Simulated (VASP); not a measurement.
# BAs (F-43m) in VASP: settings compared, part 2 of 3

VASP 6.6.1. The steps go on from the part before.

**4. Single point, RPBE+D3(BJ)**

This run uses another cell than the first one, of 12.31 Å³/atom, 0.903 times its volume.

File INCAR:

```
PREC = Accurate
ENCUT = 600
EDIFF = 1E-6
ISMEAR = -1
SIGMA = 0.05
LREAL = False
LASPH = True
NELM = 120
ALGO = Normal
ISIF = 2
LWAVE = False
LCHARG = False
GGA = RP
IVDW = 12
NBANDS = 16
GGA_COMPAT = False
```

File KPOINTS:

```
Automatic mesh
0
Gamma
  10 10 10
```

File POSCAR:

```
BAs
1.0
    0.0000000000      2.3087685351      2.3087685351
    2.3087685351      0.0000000000      2.3087685351
    2.3087685351      2.3087685351      0.0000000000
As B
1 1
Direct
    0.7500000000      0.7500000000      0.7500000000
    0.0000000000      0.0000000000      0.0000000000
```

Potentials or basis: VASP PAW PBE potentials, release 64 (As_d, B).

On the command line:

```sh
cat potpaw_PBE.64/As_d/POTCAR potpaw_PBE.64/B/POTCAR > POTCAR
mpirun -np 1 vasp_std > vasp.out
```

OUTCAR:

```text
PREC = Accurate
   ENCUT = 600
   EDIFF = 1E-6
   ISMEAR = -1
   LREAL = False
   LASPH = True
   NELM = 120
   ISIF = 2
   GGA = RP
   IVDW = 12
 IVDW          = 12

 ion  position               nearest neighbor table
   1  0.750  0.750  0.750-   2 2.00   2 2.00   2 2.00   2 2.00
   2  0.000  0.000  0.000-   1 2.00   1 2.00   1 2.00   1 2.00

  LATTYP: Found a face centered cubic cell.
 ALAT       =     4.6175370702

  Lattice vectors:

 A1 = (   0.0000000000,   2.3087685351,   2.3087685351)
 A2 = (   2.3087685351,   0.0000000000,   2.3087685351)
 A3 = (   2.3087685351,   2.3087685351,   0.0000000000)

Analysis of symmetry for initial positions (statically):
=====================================================================
 Subroutine PRICEL returns:
 Original cell was already a primitive cell.

 Routine SETGRP: Setting up the symmetry group for a
 face centered cubic supercell.

 Subroutine GETGRP returns: Found 24 space group operations
 (whereof 24 operations were pure point group operations)
 out of a pool of 48 trial point group operations.

The static configuration has the point symmetry T_d .

Analysis of symmetry for dynamics (positions and initial velocities):
=====================================================================
 Subroutine PRICEL returns:
 Original cell was already a primitive cell.

 Routine SETGRP: Setting up the symmetry group for a
 face centered cubic supercell.

 Subroutine GETGRP returns: Found 24 space group operations
 (whereof 24 operations were pure point group operations)
 out of a pool of 48 trial point group operations.

The dynamic configuration has the point symmetry T_d .

 Subroutine INISYM returns: Found 24 space group operations
 (whereof 24 operations are pure point group operations),
 and found     1 'primitive' translations

----------------------------------------------------------------------------------------

                                     Primitive cell

  volume of cell :      24.6134

  direct lattice vectors                    reciprocal lattice vectors
     0.000000000  2.308768535  2.308768535    -0.216565668  0.216565668  0.216565668
     2.308768535  0.000000000  2.308768535     0.216565668 -0.216565668  0.216565668
     2.308768535  2.308768535  0.000000000     0.216565668  0.216565668 -0.216565668

  length of vectors
     3.265091775  3.265091775  3.265091775     0.375102740  0.375102740  0.375102740

  position of ions in fractional coordinates (direct lattice)
     0.750000000  0.750000000  0.750000000
     0.000000000  0.000000000  0.000000000

  ion indices of the primitive-cell ions
   primitive index   ion index
                 1           1
                 2           2

----------------------------------------------------------------------------------------

 KPOINTS: Automatic mesh

Automatic generation of k-mesh.
 Grid dimensions read from file:
 generate k-points for:   10   10   10

 Generating k-lattice:

  Cartesian coordinates                     Fractional coordinates (reciprocal lattice)
    -0.021656567  0.021656567  0.021656567     0.100000000  0.000000000  0.000000000
     0.021656567 -0.021656567  0.021656567     0.000000000  0.100000000  0.000000000
     0.021656567  0.021656567 -0.021656567     0.000000000  0.000000000  0.100000000

  Length of vectors
     0.037510274  0.037510274  0.037510274

  Shift w.r.t. Gamma in fractional coordinates (k-lattice)
     0.000000000  0.000000000  0.000000000

 Subroutine IBZKPT returns following result:
 ===========================================

 Found     47 irreducible k-points:

 Following reciprocal coordinates:
            Coordinates               Weight
  0.000000  0.000000  0.000000      1.000000
  0.100000  0.000000  0.000000      8.000000
  0.200000  0.000000  0.000000      8.000000
  0.300000  0.000000  0.000000      8.000000
  0.400000  0.000000  0.000000      8.000000
  0.500000  0.000000  0.000000      4.000000
[... 16 lines left out ...]
  0.300000  0.300000  0.000000      6.000000
  0.400000  0.300000  0.000000     24.000000
 [... further k-points ...]
   k-points           NKPTS =     47   k-points in BZ     NKDIM =     47   number of bands    NBANDS=     16
   number of dos      NEDOS =    301   number of ions     NIONS =      2
   total plane-waves  NPLWV =  21952
   dimension x,y,z NGX =    28 NGY =   28 NGZ =   28
   dimension x,y,z NGXF=    56 NGYF=   56 NGZF=   56
   ions per type =               1   1
   NGX,Y,Z   is equivalent  to a cutoff of  14.26, 14.26, 14.26 a.u.
   NGXF,Y,Z  is equivalent  to a cutoff of  28.51, 28.51, 28.51 a.u.
 SYSTEM =  unknown system
   PREC   = accura    normal or accurate (medium, high low for compatibility)
   ISTART =      0    job   : 0-new  1-cont  2-samecut
   ICHARG =      2    charge: 1-file 2-atom 10-const
   ISPIN  =      1    spin polarized calculation?
   LNONCOLLINEAR =      F non collinear calculations
   LSORBIT =      F    spin-orbit coupling
   LASPH  =      T    aspherical Exc in radial PAW
   ENCUT  =  600.0 eV  44.10 Ry    6.64 a.u.   6.52  6.52  6.52*2*pi/ulx,y,z
   NELM   =    120;   NELMIN=  2; NELMDL= -5     # of ELM steps
   EDIFF  = 0.1E-05   stopping-criterion for ELM
   LREAL  =      F    real-space projection
   EDIFFG = 0.1E-04   stopping-criterion for IOM
   NSW    =      0    number of steps for IOM
   IBRION =     -1    ionic relax: 0-MD 1-quasi-New 2-CG
   NFREE  =      0    steps in history (QN), initial steepest desc. (CG)
   ISIF   =      2    stress and relaxation
   ISYM   =      2    0-nonsym 1-usesym 2-fastsym
   POTIM  = 0.5000    time-step for ionic-motion
   TEBEG  =    0.0;   TEEND  =   0.0 temperature during run
   PSTRESS=    0.0 pullay stress
   NELECT =      18.0000    total number of electrons
   NUPDOWN=      -1.0000    fix difference up-down
   EMIN   =  10.00;   EMAX   =-10.00  energy-range for DOS
   EFERMI =   0.00;   METHOD = LEGACY
   ISMEAR =    -1;   SIGMA  =   0.05  broadening in eV -4-tet -1-fermi 0-gaus
   EFERMI_NEDOS =   21; number of points for ismear=-14 and -15
   IALGO  =     38    algorithm
   IMIX   =      4    mixing-type and parameters
     AMIX     =   0.40;   BMIX     =  1.00
     AMIX_MAG =   1.60;   BMIX_MAG =  1.00
  volume/ion in A,a.u.               =      12.31        83.05
  Fermi-wavevector in a.u.,A,eV,Ry     =   1.474943  2.787238 29.598892  2.175457
  Thomas-Fermi vector in A             =   2.589653
   LORBIT       =      0    0 simple, 1 ext, 2 COOP (PROOUT), +10 PAW based schemes
   GGA     = RP    functional components
   LHFCALC =     F    Hartree Fock is set to
   AEXX    =    0.0000 exact exchange contribution
   IVDW    =    12    specifies the selected vdW correction
   LEPSILON=     F    determine dielectric tensor
   LRPA    =     F    only Hartree local field effects (RPA)
 non-spin polarized calculation
  energy-cutoff  :      600.00
  volume of cell :       24.61
 maximum number of plane-waves:       869
 NGX is ok and might be reduce to    28
   NGX = 13   NGY = 13   NGZ = 13

 number of electron      18.0000001 magnetization

 Free energy of the ion-electron system (eV)
  ---------------------------------------------------
  ext. energy  EPLUGINS =         0.00000000
  ---------------------------------------------------
  free energy    TOTEN  =       -10.53925375 eV

  energy without entropy =      -10.53925358  energy(sigma->0) =      -10.53925366

 E-fermi :   6.4694     XC(G=0): -11.5296

 val. band max:        5.9377292029   @ k =   0.0000   0.0000   0.0000
 cond. band min:       7.0359581343   @ k =   0.4000   0.4000   0.0000
 fundamental gap:      1.0982289314
 Fermi energy:         6.4693690010

 k-point     1 :       0.0000    0.0000    0.0000
  band No.  band energies     occupation
      1     -30.0348      2.00000
      2     -30.0348      2.00000
      3     -30.0348      2.00000
      4     -30.0016      2.00000
      5     -30.0016      2.00000
      6     -10.4413      2.00000
[... 8 lines left out ...]
     15      19.5305      0.00000
     16      19.5305      0.00000
[... 419 lines left out ...]
 k-point    24 :       0.4000    0.3000    0.0000
  band No.  band energies     occupation
      1     -30.0395      2.00000
      2     -30.0168      2.00000
      3     -30.0164      2.00000
      4     -30.0082      2.00000
      5     -29.9948      2.00000
      6      -7.5090      2.00000
[... 8 lines left out ...]
     15      22.8290      0.00000
     16      23.2336      0.00000

 [... further k-points ...]

------------------------ aborting loop because EDIFF is reached ----------------------------------------

 Edisp (eV)   -2.80726

 E8    (eV) :    -1.6169

  FORCE on cell =-STRESS in cart. coord.  units (eV):
  Direction    XX          YY          ZZ          XY          YZ          ZX
  --------------------------------------------------------------------------------------
  -------------------------------------------------------------------------------------
  Total      -0.07792    -0.07792    -0.07792    -0.00000     0.00000    -0.00000
  in kB      -5.07203    -5.07203    -5.07203    -0.00000     0.00000    -0.00000
  external pressure =       -5.07 kB  Pullay stress =        0.00 kB

 VOLUME and BASIS-vectors are now :
 -----------------------------------------------------------------------------
  energy-cutoff  :      600.00
  volume of cell :       24.61
      direct lattice vectors                 reciprocal lattice vectors
     0.000000000  2.308768535  2.308768535    -0.216565668  0.216565668  0.216565668
     2.308768535  0.000000000  2.308768535     0.216565668 -0.216565668  0.216565668
     2.308768535  2.308768535  0.000000000     0.216565668  0.216565668 -0.216565668

 POSITION                                       TOTAL-FORCE (eV/Angst)
 -----------------------------------------------------------------------------------
      3.46315      3.46315      3.46315        -0.000000     -0.000000     -0.000000
      0.00000      0.00000      0.00000         0.000000      0.000000      0.000000
 -----------------------------------------------------------------------------------
    total drift:                               -0.000000     -0.000000     -0.000001

  FREE ENERGIE OF THE ION-ELECTRON SYSTEM (eV)
  ---------------------------------------------------
  free  energy   TOTEN  =       -13.3465094552 eV

  energy  without entropy=      -13.3465092784  energy(sigma->0) =      -13.34650937
```

OSZICAR:

```text
N       E                     dE             d eps       ncg     rms          rms(c)
DAV:   1     0.935347235577E+02    0.93535E+02   -0.89079E+03  1712   0.587E+03
DAV:   2    -0.188895898072E+01   -0.95424E+02   -0.89554E+02  1664   0.651E+02
DAV:   3    -0.111598732012E+02   -0.92709E+01   -0.92203E+01  1736   0.898E+01
DAV:   4    -0.113749415036E+02   -0.21507E+00   -0.21504E+00  1888   0.145E+01
DAV:   5    -0.113773599572E+02   -0.24185E-02   -0.24184E-02  1768   0.181E+00    0.656E+00
DAV:   6    -0.106306898762E+02    0.74667E+00   -0.94246E-01  1904   0.737E+00    0.324E+00
DAV:   7    -0.105432160931E+02    0.87474E-01   -0.21347E-01  1936   0.299E+00    0.114E+00
DAV:   8    -0.105386652620E+02    0.45508E-02   -0.18707E-02  2024   0.235E+00    0.105E-01
DAV:   9    -0.105390821233E+02   -0.41686E-03   -0.14707E-03  1928   0.790E-01    0.572E-02
DAV:  10    -0.105392259661E+02   -0.14384E-03   -0.23367E-04  1888   0.297E-01    0.247E-02
DAV:  11    -0.105392528848E+02   -0.26919E-04   -0.59141E-05  1856   0.124E-01    0.663E-03
DAV:  12    -0.105392537530E+02   -0.86827E-06   -0.25890E-06  1864   0.164E-02
   1 F= -.13346509E+02 E0= -.13346509E+02  d E =-.176755E-06
```

stdout:

```text
POSCAR found type information on POSCAR AsB
 POSCAR found :  2 types and       2 ions
 scaLAPACK will be used
 -----------------------------------------------------------------------------
|                                                                             |
|                                                                             |
|     You enforced a specific xc type in the INCAR file but a different       |
|     I HOPE YOU KNOW WHAT YOU ARE DOING!                                     |
|                                                                             |
 -----------------------------------------------------------------------------

 LDA part: xc-table for (Slater+PW92), standard interpolation
 POSCAR, INCAR and KPOINTS ok, starting setup
 FFT: planning ... GRIDC
 FFT: planning ... GRID_SOFT
 FFT: planning ... GRID
 WAVECAR not read
 entering main loop
```

Wall time 24 s (1 thread of AMD EPYC 7R13 (Zen 3), shared host); peak memory 0.15 GiB.

Results:

* Free energy: -13.3465 eV
* Pressure: -0.5 GPa
* Band gap on the k mesh: 1.10 eV, indirect (least direct gap 3.42 eV)
* Dispersion energy per atom: -1.404 eV

Caveat: the PAW data sets were made with another functional, which shifts forces and pressure a little. A k mesh can miss the band edges.

[end of part 2 of 3]
